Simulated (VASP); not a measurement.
**CaO: single point with PBE**

CaO:

```
Ca O
1.0
     0.00000    2.41227    2.37553
     2.41227    0.00000    2.37553
     2.41227    2.41227    0.00000
Ca O
1 1
Direct
  0.00000 0.00000 0.00000
  0.50000 0.50000 0.50000
```

This cell differs from its parent crystal: strain -0.015 along x and y, -0.030 along z.

```
Program                : VASP 6.6.1
Task                   : single point
Functional             : PBE
Potentials or basis    : VASP PAW PBE potentials, release 64 (Ca_sv, O)
Cutoff                 : 520 eV
k mesh                 : 8 × 8 × 8
Occupations            : gaussian, width 0.05 eV
Spin                   : no spin polarisation
Dipole correction      : no
Further INCAR settings : ALGO = Normal; EDIFF = 1e-06; NBANDS = 15
```

* Pressure: 2.8 GPa
* Band gap on the k mesh: 3.58 eV, indirect (least direct gap 3.99 eV)

Stress tensor (GPa, compression positive):
```
1.88 0.00 0.00
0.00 1.88 0.00
0.00 0.00 4.53
```

Levels at points of the mesh, in eV from the valence-band top:
| k point | band 5 | band 6 | band 7 | band 8 | band 9 | band 10 | band 11 | band 12 |
| --- | --- | --- | --- | --- | --- | --- | --- | --- |
| (0.00, 0.00, 0.00) | -15.57 | -0.04 | -0.04 | 0.00 | 4.71 | 6.18 | 6.18 | 6.28 |
| (0.50, 0.00, 0.00) | -14.35 | -2.67 | -1.24 | -1.24 | 7.04 | 8.35 | 8.36 | 8.51 |
| (0.50, 0.50, 0.00) | -15.33 | -1.26 | -0.43 | -0.43 | 3.58 | 8.06 | 8.89 | 9.54 |
| (0.50, 0.00, 0.50) | -15.33 | -1.36 | -0.40 | -0.37 | 3.63 | 8.03 | 8.90 | 9.48 |

Wall time 31 s on 1 thread of AMD EPYC 7R43 64-Core Processor (Zen 3), on a shared host, peak memory 0.13 GiB.

Caveat: the cell differs from its parent crystal (strain -0.015 along x and y, -0.030 along z). A k mesh can miss the band edges.
